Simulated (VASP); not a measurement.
Runs of VASP 6.6.1 on WSe2. The structure is that of space group P-6m2 (No. 187), or close to it. The cells are those of the table. 

```csv
cell,gap on the mesh (eV),largest force (eV/Å)
"a = 3.122, b = 3.122, c = 18.811 Å, angles 90.0, 90.0, 120.0°, 3 atoms",(a),2.35
"a = 3.411, b = 3.411, c = 15.757 Å, angles 90.0, 90.0, 120.0°, 3 atoms",0.80,0.72
"a = 3.214, b = 3.214, c = 17.751 Å, angles 90.0, 90.0, 120.0°, 3 atoms",1.31,1.44
"a = 3.503, b = 3.503, c = 14.948 Å, angles 90.0, 90.0, 120.0°, 3 atoms",-,1.75
```

Alike in all rows: task single point; level LDA; potentials or basis VASP PAW LDA potentials, release 64 (W_sv, Se); no spin polarisation; k mesh 12 × 12 × 2; cutoff (eV) 500; smearing gaussian 0.05 eV.

Problem. Fill in the values left out.

Solution. (a) 0.95.

Caveats: spin-orbit coupling is left out, which moves the levels of the heavy elements.

A k mesh can miss the band edges, and the runs leave out spin-orbit coupling on Se, W.
